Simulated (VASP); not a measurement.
# Ti12Si in VASP: a series of runs

Ti12Si is run at these levels: PBE+D3(BJ); tasks: single point.

All numbers are computed with VASP 6.6.1; they aren't measurements. Logs are shortened: lines on timing, memory, paths and dates and some standing lists are left out, and cuts for length are marked.

### Step 1. The cell of the first run

The cell holds a slab with vacuum, 13 atoms: a = 5.710 Å, b = 5.710 Å, c = 21.593 Å, α = 90.00°, β = 90.00°, γ = 120.00°.

### Step 2. Single point, PBE+D3(BJ)

The input, INCAR:

```
ALGO = Normal ; DIPOL = 0.5 0.5 0.306
EDIFF = 1E-6 ; ENCUT = 520
GGA = PE ; IDIPOL = 3
ISIF = 2 ; ISMEAR = 0
IVDW = 12 ; LASPH = True
LCHARG = False ; LDIPOL = True
LREAL = False ; LWAVE = False
NBANDS = 86 ; NELM = 100
PREC = Accurate ; SIGMA = 0.1
```

The input, KPOINTS:

```
k-points
0
Gamma
  6 6 1
```

The input, POSCAR:

```
Ti12Si
1.0
    5.7099611434      0.0000000000      0.0000000000
   -2.8549805717      4.9449714048      0.0000000000
    0.0000000000      0.0000000000     21.5932633302
Ti Si
12 1
Direct
    0.3333333333      0.1666666667      0.1852429593
    0.3333333333      0.6666666667      0.1852429593
    0.8333333333      0.1666666667      0.1852429593
    0.8333333333      0.6666666667      0.1852429593
    0.1666666667      0.3333333333      0.2894365806
    0.1666666667      0.8333333333      0.2894365806
    0.6666666667      0.3333333333      0.2894365806
    0.6666666667      0.8333333333      0.2894365806
    0.0000000000      0.0000000000      0.3933293083
    0.0000000000      0.5000000000      0.3933293083
    0.5000000000      0.0000000000      0.3933293083
    0.5000000000      0.5000000000      0.3933293083
    0.0000000000      0.0000000000      0.5091061579
```

Potentials or basis: VASP PAW PBE potentials, release 64 (Ti_sv, Si).

Started as:

```bash
$ cat potpaw_PBE.64/Ti_sv/POTCAR potpaw_PBE.64/Si/POTCAR > POTCAR
$ mpirun -np 1 vasp_std > vasp.out
```

OUTCAR:

```text
EDIFF = 1E-6
   ENCUT = 520
   GGA = PE
   ISIF = 2
   ISMEAR = 0
   IVDW = 12
   LASPH = True
   LREAL = False
   NELM = 100
   PREC = Accurate
 IVDW          = 12

 ion  position               nearest neighbor table
   1  0.333  0.167  0.185-   5 2.79   6 2.79   7 2.79   4 2.85   2 2.85   2 2.85   4 2.85   3 2.85
                             3 2.85
   2  0.333  0.667  0.185-   6 2.79   5 2.79   8 2.79   3 2.85   1 2.85   1 2.85   3 2.85   4 2.85
                             4 2.85
   3  0.833  0.167  0.185-   7 2.79   8 2.79   5 2.79   4 2.85   2 2.85   4 2.85   2 2.85   1 2.85
                             1 2.85
   4  0.833  0.667  0.185-   8 2.79   7 2.79   6 2.79   3 2.85   1 2.85   3 2.85   1 2.85   2 2.85
                             2 2.85
   5  0.167  0.333  0.289-   9 2.78  12 2.78  10 2.78   1 2.79   2 2.79   3 2.79   8 2.85   6 2.85
                             6 2.85   8 2.85   7 2.85   7 2.85
   6  0.167  0.833  0.289-  10 2.78  11 2.78   9 2.78   2 2.79   1 2.79   4 2.79   7 2.85   5 2.85
                             5 2.85   7 2.85   8 2.85   8 2.85
   7  0.667  0.333  0.289-  11 2.78  10 2.78  12 2.78   3 2.79   4 2.79   1 2.79   8 2.85   6 2.85
                             8 2.85   6 2.85   5 2.85   5 2.85
   8  0.667  0.833  0.289-  12 2.78   9 2.78  11 2.78   4 2.79   3 2.79   2 2.79   7 2.85   5 2.85
                             7 2.85   5 2.85   6 2.85   6 2.85
   9  0.000  0.000  0.393-  13 2.50   5 2.78   8 2.78   6 2.78  12 2.85  10 2.85  10 2.85  12 2.85
                            11 2.85  11 2.85
  10  0.000  0.500  0.393-   6 2.78   7 2.78   5 2.78   9 2.85  11 2.85   9 2.85  11 2.85  12 2.85
                            12 2.85
  11  0.500  0.000  0.393-   7 2.78   6 2.78   8 2.78  10 2.85  12 2.85  12 2.85  10 2.85   9 2.85
                             9 2.85
  12  0.500  0.500  0.393-   8 2.78   5 2.78   7 2.78   9 2.85  11 2.85  11 2.85   9 2.85  10 2.85
                            10 2.85
  13  0.000  0.000  0.509-   9 2.50

  LATTYP: Found a hexagonal cell.
 ALAT       =     5.7099611434
 C/A-ratio  =     3.7816830602

  Lattice vectors:

 A1 = (   5.7099611434,   0.0000000000,   0.0000000000)
 A2 = (  -2.8549805717,   4.9449714048,   0.0000000000)
 A3 = (   0.0000000000,   0.0000000000,  21.5932633302)

Analysis of symmetry for initial positions (statically):
=====================================================================
 Subroutine PRICEL returns:
 Original cell was already a primitive cell.

 Routine SETGRP: Setting up the symmetry group for a
 hexagonal supercell.

 Subroutine GETGRP returns: Found  6 space group operations
 (whereof  6 operations were pure point group operations)
 out of a pool of 24 trial point group operations.

The static configuration has the point symmetry C_3v.

Analysis of symmetry for dynamics (positions and initial velocities):
=====================================================================
 Subroutine PRICEL returns:
 Original cell was already a primitive cell.

 Routine SETGRP: Setting up the symmetry group for a
 hexagonal supercell.

 Subroutine GETGRP returns: Found  6 space group operations
 (whereof  6 operations were pure point group operations)
 out of a pool of 24 trial point group operations.

The dynamic configuration has the point symmetry C_3v.

 Subroutine INISYM returns: Found  6 space group operations
 (whereof  6 operations are pure point group operations),
 and found     1 'primitive' translations

----------------------------------------------------------------------------------------

                                     Primitive cell

  volume of cell :     609.6986

  direct lattice vectors                    reciprocal lattice vectors
     5.709961143  0.000000000  0.000000000     0.175132540  0.101112819  0.000000000
    -2.854980572  4.944971405  0.000000000     0.000000000  0.202225639  0.000000000
     0.000000000  0.000000000 21.593263330     0.000000000  0.000000000  0.046310740

  length of vectors
     5.709961143  5.709961143 21.593263330     0.202225639  0.202225639  0.046310740

  position of ions in fractional coordinates (direct lattice)
     0.333333333  0.166666667  0.185242959
     0.333333333  0.666666667  0.185242959
     0.833333333  0.166666667  0.185242959
     0.833333333  0.666666667  0.185242959
     0.166666667  0.333333333  0.289436581
     0.166666667  0.833333333  0.289436581
     0.666666667  0.333333333  0.289436581
     0.666666667  0.833333333  0.289436581
     0.000000000  0.000000000  0.393329308
     0.000000000  0.500000000  0.393329308
[... 43 lines left out ...]

 Found      7 irreducible k-points:

 Following reciprocal coordinates:
            Coordinates               Weight
  0.000000  0.000000  0.000000      1.000000
  0.166667 -0.000000  0.000000      6.000000
  0.333333  0.000000  0.000000      6.000000
  0.500000  0.000000  0.000000      3.000000
  0.166667  0.166667  0.000000      6.000000
  0.333333  0.166667  0.000000     12.000000
  0.333333  0.333333  0.000000      2.000000
   k-points           NKPTS =      7   k-points in BZ     NKDIM =      7   number of bands    NBANDS=     86
   number of dos      NEDOS =    301   number of ions     NIONS =     13
   total plane-waves  NPLWV = 285768
   dimension x,y,z NGX =    42 NGY =   42 NGZ =  162
   dimension x,y,z NGXF=    84 NGYF=   84 NGZF=  324
   ions per type =              12   1
   NGX,Y,Z   is equivalent  to a cutoff of  12.23, 12.23, 12.47 a.u.
   NGXF,Y,Z  is equivalent  to a cutoff of  24.46, 24.46, 24.94 a.u.
 SYSTEM =  unknown system
   PREC   = accura    normal or accurate (medium, high low for compatibility)
   ISTART =      0    job   : 0-new  1-cont  2-samecut
   ICHARG =      2    charge: 1-file 2-atom 10-const
   ISPIN  =      1    spin polarized calculation?
   LNONCOLLINEAR =      F non collinear calculations
   LSORBIT =      F    spin-orbit coupling
   LASPH  =      T    aspherical Exc in radial PAW
   ENCUT  =  520.0 eV  38.22 Ry    6.18 a.u.  10.62 10.62 40.15*2*pi/ulx,y,z
   NELM   =    100;   NELMIN=  2; NELMDL= -5     # of ELM steps
   EDIFF  = 0.1E-05   stopping-criterion for ELM
   LREAL  =      F    real-space projection
   EDIFFG = 0.1E-04   stopping-criterion for IOM
   NSW    =      0    number of steps for IOM
   IBRION =     -1    ionic relax: 0-MD 1-quasi-New 2-CG
   NFREE  =      0    steps in history (QN), initial steepest desc. (CG)
   ISIF   =      2    stress and relaxation
   ISYM   =      2    0-nonsym 1-usesym 2-fastsym
   POTIM  = 0.5000    time-step for ionic-motion
   TEBEG  =    0.0;   TEEND  =   0.0 temperature during run
   PSTRESS=    0.0 pullay stress
   NELECT =     148.0000    total number of electrons
   NUPDOWN=      -1.0000    fix difference up-down
   EMIN   =  10.00;   EMAX   =-10.00  energy-range for DOS
   EFERMI =   0.00;   METHOD = LEGACY
   ISMEAR =     0;   SIGMA  =   0.10  broadening in eV -4-tet -1-fermi 0-gaus
   EFERMI_NEDOS =   21; number of points for ismear=-14 and -15
   IALGO  =     38    algorithm
   IMIX   =      4    mixing-type and parameters
     AMIX     =   0.40;   BMIX     =  1.00
     AMIX_MAG =   1.60;   BMIX_MAG =  1.00
  volume/ion in A,a.u.               =      46.90       316.50
  Fermi-wavevector in a.u.,A,eV,Ry     =   1.021230  1.929845 14.189668  1.042911
  Thomas-Fermi vector in A             =   2.154843
   LORBIT       =      0    0 simple, 1 ext, 2 COOP (PROOUT), +10 PAW based schemes
   GGA     = PE    functional components
   LHFCALC =     F    Hartree Fock is set to
   AEXX    =    0.0000 exact exchange contribution
   IVDW    =    12    specifies the selected vdW correction
   LEPSILON=     F    determine dielectric tensor
   LRPA    =     F    only Hartree local field effects (RPA)
 non-spin polarized calculation
 Gauss-broadening in eV      SIGMA  =   0.10
  energy-cutoff  :      520.00
  volume of cell :      609.70
 maximum number of plane-waves:     16485
   NGX = 21   NGY = 21   NGZ = 81

 dipolmoment           0.000000      0.000000     -0.013937 electrons x Angstroem

 number of electron     147.9999947 magnetization

 dipolmoment           0.000000      0.000000      0.046615 electrons x Angstroem

 Free energy of the ion-electron system (eV)
  ---------------------------------------------------
  ext. energy  EPLUGINS =         0.00000000
  ---------------------------------------------------
  free energy    TOTEN  =       -91.33235900 eV

  energy without entropy =      -91.21642570  energy(sigma->0) =      -91.27439235

 E-fermi :   0.1121     XC(G=0):  -5.1712

 val. band max:        0.1095596809   @ k =   0.3333   0.0000   0.0000
 cond. band min:       0.1182658924   @ k =   0.3333   0.1667   0.0000
 fundamental gap:      0.0087062114
 Fermi energy:         0.1120997926

 k-point     1 :       0.0000    0.0000    0.0000
  band No.  band energies     occupation
      1     -56.7151      2.00000
      2     -56.6598      2.00000
      3     -56.6292      2.00000
      4     -56.6292      2.00000
      5     -56.5551      2.00000
      6     -56.5508      2.00000
[... 612 lines left out ...]
     85       0.9374      0.00000
     86       1.0709      0.00000

------------------------ aborting loop because EDIFF is reached ----------------------------------------

 vacuum level on the upper side and lower side of the slab       (xc-potential included)        -0.029        -0.341

 Edisp (eV)   -5.61855

 E8    (eV) :    -2.7617

  FORCE on cell =-STRESS in cart. coord.  units (eV):
  Direction    XX          YY          ZZ          XY          YZ          ZX
  --------------------------------------------------------------------------------------
  -------------------------------------------------------------------------------------
  Total      -2.92271    -2.92271    -3.02147     0.00000     0.00000     0.00000
  in kB      -7.68036    -7.68036    -7.93988     0.00000     0.00000     0.00000
  external pressure =       -7.77 kB  Pullay stress =        0.00 kB

 VOLUME and BASIS-vectors are now :
 -----------------------------------------------------------------------------
  energy-cutoff  :      520.00
  volume of cell :      609.70
      direct lattice vectors                 reciprocal lattice vectors
     5.709961143  0.000000000  0.000000000     0.175132540  0.101112819  0.000000000
    -2.854980572  4.944971405  0.000000000     0.000000000  0.202225639  0.000000000
     0.000000000  0.000000000 21.593263330     0.000000000  0.000000000  0.046310740

 POSITION                                       TOTAL-FORCE (eV/Angst)
 -----------------------------------------------------------------------------------
      1.42749      0.82416      4.00000        -0.003951     -0.002281      0.071286
     -0.00000      3.29665      4.00000         0.000000     -0.000000      0.038608
      4.28247      0.82416      4.00000         0.003951     -0.002281      0.071286
      2.85498      3.29665      4.00000         0.000000      0.004563      0.071286
      0.00000      1.64832      6.24988         0.000000      0.190923     -0.236230
     -1.42749      4.12081      6.24988         0.165344     -0.095462     -0.236230
      2.85498      1.64832      6.24988         0.000000     -0.000000     -0.126442
      1.42749      4.12081      6.24988        -0.165344     -0.095462     -0.236230
      0.00000      0.00000      8.49326         0.000000     -0.000000     -0.480345
     -1.42749      2.47249      8.49326         0.087276      0.050389      0.841901
      2.85498      0.00000      8.49326         0.000000     -0.100778      0.841901
      1.42749      2.47249      8.49326        -0.087276      0.050389      0.841901
      0.00000      0.00000     10.99326         0.000000     -0.000000     -1.462689
 -----------------------------------------------------------------------------------
    total drift:                                0.000000      0.000000     -0.002406

  FREE ENERGIE OF THE ION-ELECTRON SYSTEM (eV)
  ---------------------------------------------------
  free  energy   TOTEN  =       -96.9509118866 eV

  energy  without entropy=      -96.8349785784  energy(sigma->0) =      -96.89294523

 vacuum level on the upper side and lower side of the slab         4.902         4.593
```

Wall time 19 min (1 thread of Intel Xeon Platinum 8559C (Emerald Rapids), shared host); peak memory 0.71 GiB.

What came out:

```yaml
Free_energy: -96.9509 eV
Largest_force: 1.463 eV/Å
Band_gap_on_the_k_mesh: zero (bands 74 and 75 overlap by 0.69 eV)
Dispersion_energy_per_atom: -0.432 eV
```

Forces on the atoms (eV/Å):
```
Ti  -0.004 -0.002  0.071
Ti   0.000  0.000  0.039
Ti   0.004 -0.002  0.071
Ti   0.000  0.005  0.071
Ti   0.000  0.191 -0.236
Ti   0.165 -0.095 -0.236
Ti   0.000  0.000 -0.126
Ti  -0.165 -0.095 -0.236
Ti   0.000  0.000 -0.480
Ti   0.087  0.050  0.842
Ti   0.000 -0.101  0.842
Ti  -0.087  0.050  0.842
Si   0.000  0.000 -1.463
```

### Step 3. Single point, PBE+D3(BJ)

The input, INCAR:

```
ALGO = Normal
DIPOL = 0.5 0.5 0.306
EDIFF = 1E-6
ENCUT = 520
GGA = PE
IDIPOL = 3
ISIF = 2
ISMEAR = 0
IVDW = 12
LASPH = T
LCHARG = F
LDIPOL = T
LREAL = F
LWAVE = F
NBANDS = 86
NELM = 100
PREC = Accurate
SIGMA = 0.1
```

KPOINTS is that of step 2.

Edit POSCAR of step 2 so:

```diff
@@ -20,2 +20,2 @@
     0.5000000000      0.5000000000      0.3933293083
-    0.0000000000      0.0000000000      0.5091061579
+    0.1666666667      0.3333333333      0.5091061579
```

Potentials or basis: VASP PAW PBE potentials, release 64 (Ti_sv, Si).

Started as:

```bash
$ cat potpaw_PBE.64/Ti_sv/POTCAR potpaw_PBE.64/Si/POTCAR > POTCAR
$ mpirun -np 1 vasp_std > vasp.out
```

Wall time 18 min (1 thread of Intel Xeon Platinum 8559C (Emerald Rapids), shared host); peak memory 0.7 GiB.

The run converged. Its results:

```yaml
Free_energy: -97.0038 eV
Largest_force: 2.263 eV/Å
Band_gap_on_the_k_mesh: zero (bands 74 and 75 overlap by 0.62 eV)
Dispersion_energy_per_atom: -0.430 eV
```

Forces on the atoms (eV/Å):
```
Ti   0.037 -0.022  0.063
Ti   0.000  0.043  0.063
Ti  -0.037 -0.022  0.063
Ti   0.000  0.000  0.058
Ti   0.000  0.000 -0.383
Ti   0.011  0.006 -0.183
Ti   0.000 -0.012 -0.183
Ti  -0.011  0.006 -0.183
Ti   0.000  0.752  0.741
Ti   0.651 -0.376  0.741
Ti   0.000  0.000  0.724
Ti  -0.651 -0.376  0.741
Si   0.000  0.000 -2.263
```

Levels at points of the mesh, in eV from the Fermi level:
```
           k point  band 69  band 70  band 71  band 72  band 73  band 74  band 75  band 76  band 77  band 78
(0.00, 0.00, 0.00)    -0.09     0.00     0.00     0.29     0.41     0.41     0.56     0.75     0.75     0.75
(0.50, 0.00, 0.00)    -0.51    -0.46    -0.45    -0.36    -0.32    -0.28    -0.14    -0.02    -0.01     0.02
```
